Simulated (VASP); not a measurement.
Wanted: the native input for a VASP 6.6.1 run.

```
Task                   : single point
Functional             : PBEsol
Potentials or basis    : VASP PAW PBE potentials, release 64 (Hf_pv, O)
Cutoff                 : 520 eV
k mesh                 : 2 × 2 × 2
Occupations            : gaussian, width 0.01 eV
Spin                   : no spin polarisation
Dipole correction      : no
Further INCAR settings : LREAL = Auto; ALGO = Normal; EDIFF = 1e-06; NBANDS = 102
```

The structure of Hf8O15 (a cell with a defect) lies in POSCAR:

```
Hf8O15
1.0
   -4.8301248088     -4.8301248088      0.0000000000
   -4.8301248088      4.8301248088      0.0000000000
    4.8301248088      0.0000000000     -6.4194329124
Hf O
8 15
Direct
    0.2500897413      0.2507792100      0.5003551790
   -0.0004512029      0.0001223621     -0.0007725340
    0.7494031712      0.7486383935      0.4991424124
    0.5000456618      0.4993227301      0.0004323640
    0.1246927016      0.6338670544      0.2498185351
    0.8748101577      0.3756603604      0.7499162718
    0.6249026871      0.1216970921      0.2498024306
    0.3747333655      0.8756055945      0.7496891984
    0.8740926889      0.6790625312      0.7484227429
    0.6247906478      0.4284177460      0.2497988629
    0.3754665385      0.1804752647      0.7511588922
    0.4427707834      0.7509656514      0.4973285152
    0.1952390279      0.5034732813      0.0022880583
    0.9462655169      0.2505708382      0.5011440008
    0.6949432232     -0.0007627511     -0.0015400561
    0.0542736261      0.7509859458      0.4973476375
    0.8067299312      0.5034776274      0.0022782389
    0.5546344483      0.2505087419      0.5010423693
    0.3034052486     -0.0007219021     -0.0014492532
    0.1247657090      0.3143743819      0.2497780447
    0.8745773250      0.0697957738      0.7493381230
    0.6247848390      0.8186884265      0.2498111013
    0.3750625689      0.5703036810      0.7502765192
```

These files were run (other wordings do the same):

INCAR

```
SYSTEM = Hf8O15
  PREC = Accurate
  ENCUT = 520
  EDIFF = 1E-6
  ISMEAR = 0
  SIGMA = 0.01
  LREAL = Auto
  LASPH = .TRUE.
  NELM = 60
  ALGO = Normal
  ISIF = 2
  LWAVE = .FALSE.
  LCHARG = .FALSE.
  GGA = PS
  NBANDS = 102
```

KPOINTS

```
regular mesh
0
G
  2 2 2
  0 0 0
```

Potentials or basis: VASP PAW PBE potentials, release 64 (Hf_pv, O).

Command:

```console
$ cat potpaw_PBE.64/Hf_pv/POTCAR potpaw_PBE.64/O/POTCAR > POTCAR
$ mpirun -np 1 vasp_std > vasp.out
```

It gave:

- Pressure: -3.5 GPa
- Largest force: 0.107 eV/Å
- Band gap on the k mesh: 1.03 eV

Caveat: the k points lie up to 0.52 Å⁻¹ apart; the PAW data sets were made with another functional, which shifts forces and pressure a little; spin-orbit coupling is left out, which moves the levels of the heavy elements.

It took 9.3 min on 1 thread of Intel(R) Xeon(R) Platinum 8259CL CPU @ 2.50GHz (Skylake/Cascade Lake) (shared host), peak memory 0.5 GiB.
